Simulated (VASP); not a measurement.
# TaN in VASP: single point with PBEsol

Aim: the single point of TaN with PBEsol.

Everything below comes from runs of VASP 6.6.1. Logs are shortened: lines on timing, memory, paths and dates and some standing lists are left out, and cuts for length are marked.

### 1 The cell of the first run

The cell holds a slab with vacuum, 16 atoms: a = 2.889 Å, b = 5.861 Å, c = 24.175 Å, α = 90.00°, β = 90.00°, γ = 90.00°.

### 2 Single point, PBEsol (atoms taken out)

INCAR reads:

```
SYSTEM = TaN
ALGO = Normal
DIPOL = 0.5 0.5 0.491
EDIFF = 1E-7
ENCUT = 520
GGA = PS
IDIPOL = 3
ISIF = 2
ISMEAR = 0
LASPH = .TRUE.
LCHARG = .FALSE.
LDIPOL = .TRUE.
LREAL = Auto
LWAVE = .FALSE.
NBANDS = 78
NELM = 80
PREC = Accurate
SIGMA = 0.1
```

KPOINTS reads:

```
k-points
0
G
  12 6 1
  0 0 0
```

POSCAR reads:

```
TaN
1.0
    2.8894657411      0.0000000000      0.0000000000
    0.0000000000      5.8607958163      0.0000000000
    0.0000000000      0.0000000000     24.1752860290
Ta N
8 8
Direct
    0.5000000000      0.0000000000      0.3102341784
    0.5000000000      0.5000000000      0.3102341784
    0.0000000000      0.0000000000      0.4137428084
    0.0000000000      0.5000000000      0.4137428084
    0.5000000000      0.0000000000      0.5172514383
    0.5000000000      0.5000000000      0.5172514383
    0.0000000000      0.0000000000      0.6207600683
    0.0000000000      0.5000000000      0.6207600683
    0.0000000000      0.7500000000      0.3447370551
    0.5000000000      0.2500000000      0.3792399317
    0.5000000000      0.7500000000      0.4482456850
    0.0000000000      0.2500000000      0.4827485617
    0.0000000000      0.7500000000      0.5517543150
    0.5000000000      0.2500000000      0.5862571916
    0.5000000000      0.7500000000      0.6552629449
    0.0000000000      0.2500000000      0.6897658216
```

Potentials or basis: VASP PAW PBE potentials, release 64 (Ta_pv, N).

Run with:

```bash
> cat potpaw_PBE.64/Ta_pv/POTCAR potpaw_PBE.64/N/POTCAR > POTCAR
> mpirun -np 1 vasp_std > vasp.out
```

OUTCAR:

```text
SYSTEM = TaN
   EDIFF = 1E-7
   ENCUT = 520
   GGA = PS
   ISIF = 2
   ISMEAR = 0
   LASPH = .TRUE.
   LREAL = Auto
   NELM = 80
   PREC = Accurate

 ion  position               nearest neighbor table
   1  0.500  0.000  0.310-  10 2.22   9 2.22   9 2.22   3 2.89   3 2.89   2 2.93   2 2.93
   2  0.500  0.500  0.310-  10 2.22   9 2.22   9 2.22   4 2.89   4 2.89   1 2.93   1 2.93
   3  0.000  0.000  0.414-  11 2.22  11 2.22  12 2.22   9 2.22  10 2.22  10 2.22   5 2.89   5 2.89
                             1 2.89   1 2.89   4 2.93   4 2.93
   4  0.000  0.500  0.414-  11 2.22  11 2.22  12 2.22   9 2.22  10 2.22  10 2.22   6 2.89   6 2.89
                             2 2.89   2 2.89   3 2.93   3 2.93
   5  0.500  0.000  0.517-  12 2.22  12 2.22  14 2.22  11 2.22  13 2.22  13 2.22   3 2.89   3 2.89
                             7 2.89   7 2.89   6 2.93   6 2.93
   6  0.500  0.500  0.517-  12 2.22  12 2.22  14 2.22  11 2.22  13 2.22  13 2.22   4 2.89   4 2.89
                             8 2.89   8 2.89   5 2.93   5 2.93
   7  0.000  0.000  0.621-  15 2.22  15 2.22  16 2.22  13 2.22  14 2.22  14 2.22   5 2.89   5 2.89
                             8 2.93   8 2.93
   8  0.000  0.500  0.621-  15 2.22  15 2.22  16 2.22  13 2.22  14 2.22  14 2.22   6 2.89   6 2.89
                             7 2.93   7 2.93
   9  0.000  0.750  0.345-   3 2.22   4 2.22   1 2.22   2 2.22   1 2.22   2 2.22
  10  0.500  0.250  0.379-   1 2.22   2 2.22   3 2.22   4 2.22   3 2.22   4 2.22
  11  0.500  0.750  0.448-   3 2.22   4 2.22   3 2.22   4 2.22   5 2.22   6 2.22
  12  0.000  0.250  0.483-   5 2.22   6 2.22   5 2.22   6 2.22   3 2.22   4 2.22
  13  0.000  0.750  0.552-   7 2.22   8 2.22   5 2.22   6 2.22   5 2.22   6 2.22
  14  0.500  0.250  0.586-   5 2.22   6 2.22   7 2.22   8 2.22   7 2.22   8 2.22
  15  0.500  0.750  0.655-   7 2.22   8 2.22   7 2.22   8 2.22
  16  0.000  0.250  0.690-   7 2.22   8 2.22

  LATTYP: Found a simple orthorhombic cell.
 ALAT       =     2.8894657411
 B/A-ratio  =     2.0283319968
 C/A-ratio  =     8.3666975819

  Lattice vectors:

 A1 = (   2.8894657411,   0.0000000000,   0.0000000000)
 A2 = (   0.0000000000,   5.8607958163,   0.0000000000)
 A3 = (   0.0000000000,   0.0000000000,  24.1752860290)

Analysis of symmetry for initial positions (statically):
=====================================================================
 Subroutine PRICEL returns:
 Original cell was already a primitive cell.

 Routine SETGRP: Setting up the symmetry group for a
 simple orthorhombic supercell.

 Subroutine GETGRP returns: Found  4 space group operations
 (whereof  2 operations were pure point group operations)
 out of a pool of  8 trial point group operations.

The static configuration has the point symmetry C_1h.
 The point group associated with its full space group is C_2v.

Analysis of symmetry for dynamics (positions and initial velocities):
=====================================================================
 Subroutine PRICEL returns:
 Original cell was already a primitive cell.

 Routine SETGRP: Setting up the symmetry group for a
 simple orthorhombic supercell.

 Subroutine GETGRP returns: Found  4 space group operations
 (whereof  2 operations were pure point group operations)
 out of a pool of  8 trial point group operations.

The dynamic configuration has the point symmetry C_1h.
 The point group associated with its full space group is C_2v.

 Subroutine INISYM returns: Found  4 space group operations
 (whereof  2 operations are pure point group operations),
 and found     1 'primitive' translations

----------------------------------------------------------------------------------------

                                     Primitive cell

  volume of cell :     409.3980

  direct lattice vectors                    reciprocal lattice vectors
     2.889465741  0.000000000  0.000000000     0.346084740  0.000000000  0.000000000
     0.000000000  5.860795816  0.000000000     0.000000000  0.170625292  0.000000000
     0.000000000  0.000000000 24.175286029     0.000000000  0.000000000  0.041364557

  length of vectors
     2.889465741  5.860795816 24.175286029     0.346084740  0.170625292  0.041364557

  position of ions in fractional coordinates (direct lattice)
     0.500000000  0.000000000  0.310234178
     0.500000000  0.500000000  0.310234178
     0.000000000  0.000000000  0.413742808
     0.000000000  0.500000000  0.413742808
     0.500000000  0.000000000  0.517251438
     0.500000000  0.500000000  0.517251438
[... 8 lines left out ...]
     0.500000000  0.750000000  0.655262945
     0.000000000  0.250000000  0.689765822

  ion indices of the primitive-cell ions
   primitive index   ion index
                 1           1
                 2           2
                 3           3
                 4           4
                 5           5
                 6           6
[... 8 lines left out ...]
                15          15
                16          16

----------------------------------------------------------------------------------------

 KPOINTS: k-points

Automatic generation of k-mesh.
 Grid dimensions read from file:
 generate k-points for:   12    6    1

 Generating k-lattice:

  Cartesian coordinates                     Fractional coordinates (reciprocal lattice)
     0.028840395  0.000000000  0.000000000     0.083333333  0.000000000  0.000000000
     0.000000000  0.028437549  0.000000000     0.000000000  0.166666667  0.000000000
     0.000000000  0.000000000  0.041364557     0.000000000  0.000000000  1.000000000

  Length of vectors
     0.028840395  0.028437549  0.041364557

  Shift w.r.t. Gamma in fractional coordinates (k-lattice)
     0.000000000  0.000000000  0.000000000

 Subroutine IBZKPT returns following result:
 ===========================================

 Found     28 irreducible k-points:

 Following reciprocal coordinates:
            Coordinates               Weight
  0.000000  0.000000  0.000000      1.000000
  0.083333  0.000000  0.000000      2.000000
  0.166667  0.000000  0.000000      2.000000
  0.250000  0.000000  0.000000      2.000000
  0.333333  0.000000  0.000000      2.000000
  0.416667  0.000000  0.000000      2.000000
[... 16 lines left out ...]
  0.083333  0.500000  0.000000      2.000000
  0.166667  0.500000  0.000000      2.000000
 [... further k-points ...]
   k-points           NKPTS =     28   k-points in BZ     NKDIM =     28   number of bands    NBANDS=     78
   number of dos      NEDOS =    301   number of ions     NIONS =     16
   total plane-waves  NPLWV = 207360
   dimension x,y,z NGX =    24 NGY =   48 NGZ =  180
   dimension x,y,z NGXF=    48 NGYF=   96 NGZF=  360
   ions per type =               8   8
   NGX,Y,Z   is equivalent  to a cutoff of  13.81, 13.62, 12.38 a.u.
   NGXF,Y,Z  is equivalent  to a cutoff of  27.62, 27.23, 24.76 a.u.
 SYSTEM =  TaN
   PREC   = accura    normal or accurate (medium, high low for compatibility)
   ISTART =      0    job   : 0-new  1-cont  2-samecut
   ICHARG =      2    charge: 1-file 2-atom 10-const
   ISPIN  =      1    spin polarized calculation?
   LNONCOLLINEAR =      F non collinear calculations
   LSORBIT =      F    spin-orbit coupling
   LASPH  =      T    aspherical Exc in radial PAW
   ENCUT  =  520.0 eV  38.22 Ry    6.18 a.u.   5.37 10.90 44.95*2*pi/ulx,y,z
   NELM   =     80;   NELMIN=  2; NELMDL= -5     # of ELM steps
   EDIFF  = 0.1E-06   stopping-criterion for ELM
   LREAL  =      T    real-space projection
   EDIFFG = 0.1E-05   stopping-criterion for IOM
   NSW    =      0    number of steps for IOM
   IBRION =     -1    ionic relax: 0-MD 1-quasi-New 2-CG
   NFREE  =      0    steps in history (QN), initial steepest desc. (CG)
   ISIF   =      2    stress and relaxation
   ISYM   =      2    0-nonsym 1-usesym 2-fastsym
   POTIM  = 0.5000    time-step for ionic-motion
   TEBEG  =    0.0;   TEEND  =   0.0 temperature during run
   PSTRESS=    0.0 pullay stress
   NELECT =     128.0000    total number of electrons
   NUPDOWN=      -1.0000    fix difference up-down
   EMIN   =  10.00;   EMAX   =-10.00  energy-range for DOS
   EFERMI =   0.00;   METHOD = LEGACY
   ISMEAR =     0;   SIGMA  =   0.10  broadening in eV -4-tet -1-fermi 0-gaus
   EFERMI_NEDOS =   21; number of points for ismear=-14 and -15
   IALGO  =     38    algorithm
   IMIX   =      4    mixing-type and parameters
     AMIX     =   0.40;   BMIX     =  1.00
     AMIX_MAG =   1.60;   BMIX_MAG =  1.00
  volume/ion in A,a.u.               =      25.59       172.67
  Fermi-wavevector in a.u.,A,eV,Ry     =   1.111125  2.099722 16.797735  1.234599
  Thomas-Fermi vector in A             =   2.247684
   LORBIT       =      0    0 simple, 1 ext, 2 COOP (PROOUT), +10 PAW based schemes
   GGA     = PS    functional components
   LHFCALC =     F    Hartree Fock is set to
   AEXX    =    0.0000 exact exchange contribution
   IVDW    =     0    specifies the selected vdW correction
   LEPSILON=     F    determine dielectric tensor
   LRPA    =     F    only Hartree local field effects (RPA)
 non-spin polarized calculation
 Gauss-broadening in eV      SIGMA  =   0.10
  energy-cutoff  :      520.00
  volume of cell :      409.40
 maximum number of plane-waves:     11078
 NGX is ok and might be reduce to    24
   NGX = 11   NGY = 21   NGZ = 89

 dipolmoment           0.000000      0.000000     -0.355886 electrons x Angstroem

 number of electron     128.0000000 magnetization

 dipolmoment           0.000000      0.000000      0.261056 electrons x Angstroem

 Free energy of the ion-electron system (eV)
  ---------------------------------------------------
  ext. energy  EPLUGINS =         0.00000000
  ---------------------------------------------------
  free energy    TOTEN  =      -176.45916901 eV

  energy without entropy =     -176.41466303  energy(sigma->0) =     -176.43691602

 E-fermi :  -0.3617     XC(G=0):  -6.5729

 val. band max:       -0.3912742939   @ k =   0.4167   0.5000   0.0000
 cond. band min:      -0.3598894815   @ k =   0.0000   0.5000   0.0000
 fundamental gap:      0.0313848125
 Fermi energy:        -0.3617398307

 k-point     1 :       0.0000    0.0000    0.0000
  band No.  band energies     occupation
      1     -35.7904      2.00000
      2     -35.7549      2.00000
      3     -35.6474      2.00000
      4     -35.6136      2.00000
      5     -35.5388      2.00000
      6     -35.4877      2.00000
[... 68 lines left out ...]
     75       2.4900      0.00000
     76       2.8568      0.00000

 k-point     2 :       0.0833    0.0000    0.0000
  band No.  band energies     occupation
      1     -35.7720      2.00000
      2     -35.7421      2.00000
      3     -35.6306      2.00000
      4     -35.6045      2.00000
      5     -35.5301      2.00000
      6     -35.4840      2.00000
[... 68 lines left out ...]
     75       2.3988      0.00000
     76       2.5970      0.00000

 k-point     3 :       0.1667    0.0000    0.0000
  band No.  band energies     occupation
      1     -35.7220      2.00000
      2     -35.7063      2.00000
      3     -35.5850      2.00000
      4     -35.5807      2.00000
      5     -35.5062      2.00000
      6     -35.4867      2.00000
[... 1648 lines left out ...]
     75       2.0730      0.00000
     76       2.1709      0.00000

 k-point    24 :       0.1667    0.5000    0.0000
  band No.  band energies     occupation
      1     -35.6556      2.00000
      2     -35.6524      2.00000
      3     -35.4347      2.00000
      4     -35.4264      2.00000
      5     -35.3441      2.00000
      6     -35.3254      2.00000
[... 68 lines left out ...]
     75       1.7363      0.00000
     76       2.0413      0.00000

 [... further k-points ...]

 [bands above 76 left out]

------------------------ aborting loop because EDIFF is reached ----------------------------------------

 vacuum level on the upper side and lower side of the slab       (xc-potential included)         1.315        -1.441

  FORCE on cell =-STRESS in cart. coord.  units (eV):
  Direction    XX          YY          ZZ          XY          YZ          ZX
  --------------------------------------------------------------------------------------
  -------------------------------------------------------------------------------------
  Total       -7.3285208    -15.1276033     -5.6424674      0.0000000      0.0000000      0.0000000
  in kB      -28.6801320    -59.2018050    -22.0817700      0.0000000      0.0000000      0.0000000
  external PRESSURE =     -36.6545690 kB  Pullay stress =       0.0000000 kB

 VOLUME and BASIS-vectors are now :
 -----------------------------------------------------------------------------
  energy-cutoff  :      520.00
  volume of cell :      409.40
      direct lattice vectors                 reciprocal lattice vectors
     2.889465741  0.000000000  0.000000000     0.346084740  0.000000000  0.000000000
     0.000000000  5.860795816  0.000000000     0.000000000  0.170625292  0.000000000
     0.000000000  0.000000000 24.175286029     0.000000000  0.000000000  0.041364557

 POSITION                                       TOTAL-FORCE (eV/Angst)
 -----------------------------------------------------------------------------------
      1.44473      0.00000      7.50000         0.000000      0.663326      0.603873
      1.44473      2.93040      7.50000         0.000000     -0.663326      0.603873
      0.00000      0.00000     10.00235         0.000000     -0.110655     -0.900822
      0.00000      2.93040     10.00235         0.000000      0.110655     -0.900822
      1.44473      0.00000     12.50470         0.000000      0.084568      0.168207
      1.44473      2.93040     12.50470         0.000000     -0.084568      0.168207
[... 8 lines left out ...]
      1.44473      4.39560     15.84117         0.000000      0.000000     -3.304903
      0.00000      1.46520     16.67529         0.000000      0.000000     -3.714825
 -----------------------------------------------------------------------------------
    total drift:                                0.000000      0.000000      0.009070

  FREE ENERGIE OF THE ION-ELECTRON SYSTEM (eV)
  ---------------------------------------------------
  free  energy   TOTEN  =      -176.4591690143 eV

  energy  without entropy=     -176.4146630250  energy(sigma->0) =     -176.43691602

 vacuum level on the upper side and lower side of the slab         7.376         4.572
```

Run time: 26 min. Hardware: 1 thread of Intel Xeon 6975P-C (Granite Rapids), shared host; peak memory 0.81 GiB.

What came out:

- Free energy: -176.4592 eV
- Largest force: 4.859 eV/Å
- Band gap on the k mesh: zero (bands 64 and 65 overlap by 0.30 eV)

Forces in eV/Å, atoms in the order of the input:
```
Ta   0.000  0.663  0.604
Ta   0.000 -0.663  0.604
Ta   0.000 -0.111 -0.901
Ta   0.000  0.111 -0.901
Ta   0.000  0.085  0.168
Ta   0.000 -0.085  0.168
Ta   0.000 -0.367  4.845
Ta   0.000  0.367  4.845
N    0.000  0.000  0.188
N    0.000  0.000 -0.699
N    0.000  0.000  0.182
N    0.000  0.000  0.048
N    0.000  0.000 -0.786
N    0.000  0.000 -1.346
N    0.000  0.000 -3.305
N    0.000  0.000 -3.715
```

Caveat: the cell differs from its parent crystal (atoms taken out); the PAW data sets were made with another functional, which shifts forces and pressure a little; spin-orbit coupling is left out, which moves the levels of the heavy elements.

The gap in the log of VASP goes by the Fermi energy; the results here count the filled bands.